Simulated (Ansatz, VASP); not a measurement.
# One calculation of Hf, two programs

```
Hf
1.0
     3.19670    0.00000    0.00000
    -1.59835    2.76842    0.00000
     0.00000    0.00000    5.05780
Hf
2
Direct
  0.33333 0.66667 0.25000
  0.66667 0.33333 0.75000
```

Alike in both runs: task relaxation of cell and atoms; functional PBE; k mesh 16 × 16 × 10; occupations gaussian, width 0.05 eV; no spin polarisation.

```csv
,VASP,Ansatz
version,VASP 6.6.1,Ansatz 0.2.0
potentials or method,"VASP PAW PBE potentials, release 64 (Hf_pv), cutoff 600 eV","scalar-relativistic, plane waves, PAW"
valence electrons in the cell,20,52
```

|  | VASP | Ansatz | Ansatz less VASP |
| --- | --- | --- | --- |
| gap on the k mesh at the Fermi level, each at its own relaxed structure (eV) | none | none | - |
| relaxed volume (Å³/atom) | 22.45 | 22.54 | +0.093 |
| relaxed cell length with the largest relative difference (Å) | 5.056 | 5.066 | +0.0096 |

A gap of «none» marks a metal or a gap that the smearing closes. VASP's potentials hold 20 valence electrons a cell and Ansatz's 52, so a difference there can come from the potentials and not from the codes.

Neither program's run includes spin-orbit coupling.
